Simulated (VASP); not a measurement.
# GaN (I4/mmm) in VASP: a series of runs

The runs below take GaN through single point, with r2SCAN.

Program: VASP 6.6.1. These are calculated values, not measurements. Logs are shortened: lines on timing, memory, paths and dates and some standing lists are left out, and cuts for length are marked.

### Step 1. The cell of the first run

The structure is tetragonal, space group I4/mmm (No. 139). Conventional cell: a = 2.982 Å, b = 2.982 Å, c = 4.048 Å, α = 90.00°, β = 90.00°, γ = 90.00°. Within 2.7 Å of Ga (site symmetry 4/mmm) lie 6 N at 2.02 to 2.11 Å. N (site symmetry 4/mmm) has 6 Ga at 2.02 to 2.11 Å within 2.7 Å.

### Step 2. Single point, r2SCAN, non-collinear spin, zero start, spin-orbit coupling (uniaxial z strain -4.0%)

POSCAR

```
GaN
1.0
    0.0000000000      2.1085152343      2.0241746249
    2.1085152343      0.0000000000      2.0241746249
    2.1085152343      2.1085152343      0.0000000000
Ga N
1 1
Direct
    0.0000000000      0.0000000000      0.0000000000
    0.5000000000      0.5000000000      0.5000000000
```

INCAR.step1

```
SYSTEM = GaN
ALGO = Normal
EDIFF = 1E-4
ENCUT = 520
GGA = PE
GGA_COMPAT = .False.
ISMEAR = -1
LASPH = .True.
LCHARG = .False.
LREAL = .False.
LSORBIT = .True.
LWAVE = .True.
MAGMOM = 0 0 0 0 0 0
NBANDS = 30
NELM = 150
PREC = Accurate
SIGMA = 0.02
```

INCAR.step2

```
SYSTEM = GaN
ALGO = Normal
EDIFF = 1E-7
ENCUT = 520
GGA_COMPAT = .False.
ISIF = 2
ISMEAR = -1
ISTART = 1
LASPH = .True.
LCHARG = .False.
LMIXTAU = .True.
LORBIT = 11
LORBMOM = .True.
LREAL = .False.
LSORBIT = .True.
LWAVE = .False.
MAGMOM = 0 0 0 0 0 0
METAGGA = R2SCAN
NBANDS = 30
NELM = 150
PREC = Accurate
SIGMA = 0.02
```

KPOINTS

```
k-points
0
Gamma
  10 10 10
  0 0 0
```

Potentials or basis: VASP PAW PBE potentials, release 64 (Ga_d, N).

Launch:

```
$ cat potpaw_PBE.64/Ga_d/POTCAR potpaw_PBE.64/N/POTCAR > POTCAR
$ cp INCAR.step1 INCAR
$ mpirun -np 1 vasp_ncl > vasp.out
$ cp INCAR.step2 INCAR
$ mpirun -np 1 vasp_ncl > vasp.out
```

OUTCAR:

```text
SYSTEM = GaN
   EDIFF = 1E-7
   ENCUT = 520
   ISIF = 2
   ISMEAR = -1
   ISTART = 1
   LASPH = .True.
   LORBIT = 11
   LREAL = .False.
   LSORBIT = .True.
   METAGGA = R2SCAN
   NELM = 150
   PREC = Accurate

 ion  position               nearest neighbor table
   1  0.000  0.000  0.000-   2 2.02   2 2.02   2 2.11   2 2.11   2 2.11   2 2.11
   2  0.500  0.500  0.500-   1 2.02   1 2.02   1 2.11   1 2.11   1 2.11   1 2.11

  LATTYP: Found a body centered tetragonal cell.
 ALAT       =     2.9818908408
 C/A-ratio  =     1.3576450199

  Lattice vectors:

 A1 = (   0.0000000000,  -2.1085152343,  -2.0241746249)
 A2 = (   0.0000000000,   2.1085152343,  -2.0241746249)
 A3 = (   2.1085152343,   0.0000000000,   2.0241746249)

Analysis of symmetry for initial positions (statically):
=====================================================================
 Subroutine PRICEL returns:
 Original cell was already a primitive cell.

 Routine SETGRP: Setting up the symmetry group for a
 body centered tetragonal supercell.

 Subroutine GETGRP returns: Found 16 space group operations
 (whereof 16 operations were pure point group operations)
 out of a pool of 16 trial point group operations.

The static configuration has the point symmetry D_4h.

Analysis of symmetry for dynamics (positions and initial velocities):
=====================================================================
 Subroutine PRICEL returns:
 Original cell was already a primitive cell.

 Routine SETGRP: Setting up the symmetry group for a
 body centered tetragonal supercell.

 Subroutine GETGRP returns: Found 16 space group operations
 (whereof 16 operations were pure point group operations)
 out of a pool of 16 trial point group operations.

The dynamic configuration has the point symmetry D_4h.

Analysis of structural, dynamic, and magnetic symmetry:
=====================================================================
 Subroutine PRICEL returns:
 Original cell was already a primitive cell.

 Routine SETGRP: Setting up the symmetry group for a
 body centered tetragonal supercell.

 Subroutine GETGRP returns: Found 16 space group operations
 (whereof 16 operations were pure point group operations)
 out of a pool of 16 trial point group operations.

The overall configuration has the point symmetry D_4h.

 Subroutine INISYM returns: Found 16 space group operations
 (whereof 16 operations are pure point group operations),
 and found     1 'primitive' translations

----------------------------------------------------------------------------------------

                                     Primitive cell

  volume of cell :      17.9983

  direct lattice vectors                    reciprocal lattice vectors
     0.000000000  2.108515234  2.024174625    -0.237133691  0.237133691  0.247014261
     2.108515234  0.000000000  2.024174625     0.237133691 -0.237133691  0.247014261
     2.108515234  2.108515234  0.000000000     0.237133691  0.237133691 -0.247014261

  length of vectors
     2.922861510  2.922861510  2.981890841     0.416510288  0.416510288  0.416510288

  position of ions in fractional coordinates (direct lattice)
     0.000000000  0.000000000  0.000000000
     0.500000000  0.500000000  0.500000000

  ion indices of the primitive-cell ions
   primitive index   ion index
                 1           1
                 2           2

----------------------------------------------------------------------------------------

 KPOINTS: k-points

Automatic generation of k-mesh.
 Grid dimensions read from file:
 generate k-points for:   10   10   10

 Generating k-lattice:

  Cartesian coordinates                     Fractional coordinates (reciprocal lattice)
    -0.023713369  0.023713369  0.024701426     0.100000000  0.000000000  0.000000000
     0.023713369 -0.023713369  0.024701426     0.000000000  0.100000000  0.000000000
     0.023713369  0.023713369 -0.024701426     0.000000000  0.000000000  0.100000000

[... 88 lines left out ...]
  volume of cell :       18.00
 maximum number of plane-waves:      1030
 NGX is ok and might be reduce to    24
   NGX = 11   NGY = 11   NGZ = 11

 number of electron      17.9999998 magnetization       0.0000000      0.0000000     -0.0000000

 number of electron      17.9999998 magnetization      -0.0000000      0.0000000     -0.0000000

 Free energy of the ion-electron system (eV)
  ---------------------------------------------------
  ext. energy  EPLUGINS =         0.00000000
  ---------------------------------------------------
  free energy    TOTEN  =       -20.93179244 eV

  energy without entropy =      -20.93179244  energy(sigma->0) =      -20.93179244

 E-fermi :   8.8182     XC(G=0): -14.4818

 val. band max:        8.2744083294   @ k =  -0.2000   0.0000   0.2000
 cond. band min:       9.4393816152   @ k =   0.5000   0.5000   0.0000
 fundamental gap:      1.1649732857
 Fermi energy:         8.8181527188

 k-point     1 :       0.0000    0.0000    0.0000
  band No.  band energies     occupation
      1     -10.3063      1.00000
      2     -10.3063      1.00000
      3      -6.3481      1.00000
      4      -6.3481      1.00000
      5      -6.3371      1.00000
      6      -6.3371      1.00000
[... 781 lines left out ...]
     29      34.2582      0.00000
     30      34.2582      0.00000

 [... further k-points ...]
[... 5 lines left out ...]
  --------------------------------------------------------------------------------------
  -------------------------------------------------------------------------------------
  Total        1.0662858      1.0662858      2.3107361      0.0000000      0.0000000     -0.0000000
  in kB       94.9189133     94.9189133    205.6977151      0.0000000      0.0000000     -0.0000000
  external PRESSURE =     131.8451805 kB  Pullay stress =       0.0000000 kB

 VOLUME and BASIS-vectors are now :
 -----------------------------------------------------------------------------
  energy-cutoff  :      520.00
  volume of cell :       18.00
      direct lattice vectors                 reciprocal lattice vectors
     0.000000000  2.108515234  2.024174625    -0.237133691  0.237133691  0.247014261
     2.108515234  0.000000000  2.024174625     0.237133691 -0.237133691  0.247014261
     2.108515234  2.108515234  0.000000000     0.237133691  0.237133691 -0.247014261

 POSITION                                       TOTAL-FORCE (eV/Angst)
 -----------------------------------------------------------------------------------
      0.00000      0.00000      0.00000         0.000000      0.000000     -0.000000
      2.10852      2.10852      2.02417         0.000000      0.000000      0.000000
 -----------------------------------------------------------------------------------
    total drift:                                0.000000     -0.000000     -0.000000

  FREE ENERGIE OF THE ION-ELECTRON SYSTEM (eV)
  ---------------------------------------------------
  free  energy   TOTEN  =       -20.9317924444 eV

  energy  without entropy=      -20.9317924444  energy(sigma->0) =      -20.93179244

 orbital moment (x)

 # of ion     p       d       tot
 ----------------------------------------
  1        -0.000  -0.000  -0.000
  2        -0.000   0.000  -0.000
 ----------------------------------------
           -0.000  -0.000  -0.000

 orbital moment (y)

 # of ion     p       d       tot
 ----------------------------------------
  1         0.000  -0.000  -0.000
  2        -0.000   0.000  -0.000
 ----------------------------------------
           -0.000  -0.000  -0.000

 orbital moment (z)

 # of ion     p       d       tot
 ----------------------------------------
  1         0.000   0.000   0.000
  2         0.000   0.000   0.000
 ----------------------------------------
            0.000   0.000   0.000

 Spin-Orbit-Coupling matrix elements

 Ion:    1  E_soc:     -0.0092158
 l=   1
     0.0000000    -0.0008105    -0.0007678
    -0.0008105     0.0000000    -0.0008105
    -0.0007678    -0.0008105     0.0000000
 l=   2
     0.0000000    -0.0001569     0.0000000    -0.0001569    -0.0005851
    -0.0001569     0.0000000    -0.0004356    -0.0001567    -0.0001462
     0.0000000    -0.0004356     0.0000000    -0.0004356     0.0000000
    -0.0001569    -0.0001567    -0.0004356     0.0000000    -0.0001462
    -0.0005851    -0.0001462     0.0000000    -0.0001462     0.0000000
 l=   3
     0.0000000     0.0000000     0.0000000     0.0000000     0.0000000     0.0000000     0.0000000
     0.0000000     0.0000000     0.0000000     0.0000000     0.0000000     0.0000000     0.0000000
     0.0000000     0.0000000     0.0000000     0.0000000     0.0000000     0.0000000     0.0000000
     0.0000000     0.0000000     0.0000000     0.0000000     0.0000000     0.0000000     0.0000000
     0.0000000     0.0000000     0.0000000     0.0000000     0.0000000     0.0000000     0.0000000
     0.0000000     0.0000000     0.0000000     0.0000000     0.0000000     0.0000000     0.0000000
     0.0000000     0.0000000     0.0000000     0.0000000     0.0000000     0.0000000     0.0000000

 Ion:    2  E_soc:     -0.0000739
 l=   1
     0.0000000    -0.0000122    -0.0000126
    -0.0000122     0.0000000    -0.0000122
    -0.0000126    -0.0000122     0.0000000
 l=   2
     0.0000000     0.0000000     0.0000000     0.0000000     0.0000000
     0.0000000     0.0000000     0.0000000     0.0000000     0.0000000
     0.0000000     0.0000000     0.0000000     0.0000000     0.0000000
     0.0000000     0.0000000     0.0000000     0.0000000     0.0000000
     0.0000000     0.0000000     0.0000000     0.0000000     0.0000000
 l=   3
     0.0000000     0.0000000     0.0000000     0.0000000     0.0000000     0.0000000     0.0000000
     0.0000000     0.0000000     0.0000000     0.0000000     0.0000000     0.0000000     0.0000000
     0.0000000     0.0000000     0.0000000     0.0000000     0.0000000     0.0000000     0.0000000
     0.0000000     0.0000000     0.0000000     0.0000000     0.0000000     0.0000000     0.0000000
     0.0000000     0.0000000     0.0000000     0.0000000     0.0000000     0.0000000     0.0000000
     0.0000000     0.0000000     0.0000000     0.0000000     0.0000000     0.0000000     0.0000000
     0.0000000     0.0000000     0.0000000     0.0000000     0.0000000     0.0000000     0.0000000

 total charge

# of ion       s       p       d       tot
------------------------------------------
    1        0.682   0.768  10.246  11.696
    2        1.246   2.570   0.000   3.817
--------------------------------------------------
tot          1.929   3.338  10.246  15.513

 magnetization (x)

# of ion       s       p       d       tot
------------------------------------------
    1        0.000  -0.000   0.000  -0.000
    2        0.000   0.000   0.000   0.000
--------------------------------------------------
tot          0.000  -0.000   0.000  -0.000

 magnetization (y)

# of ion       s       p       d       tot
------------------------------------------
    1        0.000   0.000  -0.000   0.000
    2       -0.000  -0.000   0.000  -0.000
--------------------------------------------------
tot         -0.000   0.000  -0.000  -0.000

 magnetization (z)

# of ion       s       p       d       tot
------------------------------------------
    1        0.000   0.000  -0.000   0.000
    2        0.000   0.000   0.000   0.000
--------------------------------------------------
tot          0.000   0.000  -0.000   0.000
```

Wall time 4.9 min (1 thread of Intel Xeon 6975P-C (Granite Rapids), shared host); peak memory 0.27 GiB.

What came out:

```
Free energy                                           : -20.9318 eV
Pressure                                              : 13.2 GPa
Net moment                                            : 0.00 μB per cell
Valence electrons inside the program's atomic spheres : Ga 11.70; N 3.82
```

Moments on the atoms (μB; x, y, z):
```
Ga  0.00 0.00 0.00
N   0.00 0.00 0.00
```

Caveat: the cell differs from its parent crystal (uniaxial z strain -4.0%); the cell stands under pressure; the PAW data sets were made with another functional, which shifts forces and pressure a little.

### Step 3. Single point, r2SCAN, non-collinear spin, zero start, spin-orbit coupling (uniaxial z strain -3.0%)

POSCAR

```
GaN
1.0
    0.0000000000      2.1085152343      2.0452597773
    2.1085152343      0.0000000000      2.0452597773
    2.1085152343      2.1085152343      0.0000000000
Ga N
1 1
Direct
    0.0000000000      0.0000000000      0.0000000000
    0.5000000000      0.5000000000      0.5000000000
```

INCAR.step1

```
ALGO = Normal
EDIFF = 1E-4
ENCUT = 520
GGA = PE
GGA_COMPAT = F
ISMEAR = -1
LASPH = T
LCHARG = F
LNONCOLLINEAR = T
LREAL = F
LSORBIT = T
LWAVE = T
MAGMOM = 0 0 0 0 0 0
NBANDS = 30
NELM = 150
PREC = Accurate
SIGMA = 0.02
```

INCAR.step2

```
ALGO = Normal
EDIFF = 1E-6
ENCUT = 520
GGA_COMPAT = F
ISIF = 2
ISMEAR = -1
ISTART = 1
LASPH = T
LCHARG = F
LMIXTAU = T
LNONCOLLINEAR = T
LORBIT = 11
LORBMOM = T
LREAL = F
LSORBIT = T
LWAVE = F
MAGMOM = 0 0 0 0 0 0
METAGGA = R2SCAN
NBANDS = 30
NELM = 150
PREC = Accurate
SIGMA = 0.02
```

KPOINTS

```
k-points
0
Gamma
  10 10 10
```

Potentials or basis: VASP PAW PBE potentials, release 64 (Ga_d, N).

Launch:

```
$ cat potpaw_PBE.64/Ga_d/POTCAR potpaw_PBE.64/N/POTCAR > POTCAR
$ cp INCAR.step1 INCAR
$ mpirun -np 1 vasp_ncl > vasp.out
$ cp INCAR.step2 INCAR
$ mpirun -np 1 vasp_ncl > vasp.out
```

It took 4.5 min on 1 thread of Intel Xeon 6975P-C (Granite Rapids), shared host; peak memory 0.27 GiB.

It converged, with:

```
Free energy                                           : -20.9527 eV
Pressure                                              : 9.8 GPa
Net moment                                            : 0.00 μB per cell
Valence electrons inside the program's atomic spheres : Ga 11.67; N 3.81
```

Stress tensor (GPa, compression positive):
```
 7.27  0.00  0.00
 0.00  7.27  0.00
 0.00  0.00 14.94
```

Moments on the atoms (μB; x, y, z):
```
Ga  0.00 0.00 0.00
N   0.00 0.00 0.00
```

Caveat: the cell differs from its parent crystal (uniaxial z strain -3.0%); the cell stands under pressure; the PAW data sets were made with another functional, which shifts forces and pressure a little.

### Step 4. Single point, r2SCAN, non-collinear spin, zero start, spin-orbit coupling (uniaxial z strain -2.0%)

POSCAR

```
GaN
1.0
    0.0000000000      2.1085152343      2.0663449296
    2.1085152343      0.0000000000      2.0663449296
    2.1085152343      2.1085152343      0.0000000000
Ga N
1 1
Direct
    0.0000000000      0.0000000000      0.0000000000
    0.5000000000      0.5000000000      0.5000000000
```

INCAR.step1, as its differences from that of step 3:

```diff
@@ -8,3 +8,2 @@
 LCHARG = F
-LNONCOLLINEAR = T
 LREAL = F
```

INCAR.step2

```
ALGO = Normal
EDIFF = 1E-7
ENCUT = 520
GGA_COMPAT = F
ISIF = 2
ISMEAR = -1
ISTART = 1
LASPH = T
LCHARG = T
LMIXTAU = T
LORBIT = 11
LORBMOM = T
LREAL = F
LSORBIT = T
LVHAR = T
LWAVE = F
MAGMOM = 0 0 0 0 0 0
METAGGA = R2SCAN
NBANDS = 30
NELM = 150
PREC = Accurate
SIGMA = 0.02
```

KPOINTS is that of step 3.

Launch:

```
$ cat potpaw_PBE.64/Ga_d/POTCAR potpaw_PBE.64/N/POTCAR > POTCAR
$ cp INCAR.step1 INCAR
$ mpirun -np 1 vasp_ncl > vasp.out
$ cp INCAR.step2 INCAR
$ mpirun -np 1 vasp_ncl > vasp.out
```

Wall time 4.9 min (1 thread of Intel Xeon 6975P-C (Granite Rapids), shared host); peak memory 0.27 GiB.

The run converged. Its results:

| Item | Value |
| --- | --- |
| Free energy | -20.9674 eV |
| Pressure | 6.8 GPa |
| Net moment | 0.00 μB per cell |
| Valence electrons inside the program's atomic spheres | Ga 11.65; N 3.80 |

Stress tensor (GPa, compression positive):
```
5.20 0.00 0.00
0.00 5.20 0.00
0.00 0.00 9.92
```

Moments on the atoms (μB; x, y, z):
```
Ga  0.00 0.00 0.00
N   0.00 0.00 0.00
```

Caveat: the cell differs from its parent crystal (uniaxial z strain -2.0%); the cell stands under pressure; the PAW data sets were made with another functional, which shifts forces and pressure a little.

### Step 5. Summary

```csv
cell,pressure (GPa),moment (μB)
"a = 2.923, b = 2.923, c = 2.982 Å, angles 59.3, 59.3, 61.3°, 2 atoms",13.2,0.00
"a = 2.938, b = 2.938, c = 2.982 Å, angles 59.5, 59.5, 61.0°, 2 atoms",9.8,0.00
"a = 2.952, b = 2.952, c = 2.982 Å, angles 59.7, 59.7, 60.7°, 2 atoms",6.8,0.00
```

Alike in all rows: task single point; level r2SCAN; potentials or basis VASP PAW PBE potentials, release 64 (Ga_d, N); spin non-collinear, zero start, SOC; k mesh 10 × 10 × 10; cutoff (eV) 520; smearing fermi-dirac 0.02 eV.

Caveats: the cell stands under pressure; the PAW data sets were made with another functional, which shifts forces and pressure a little.

Absolute energies hang on the potentials; compare differences alone.
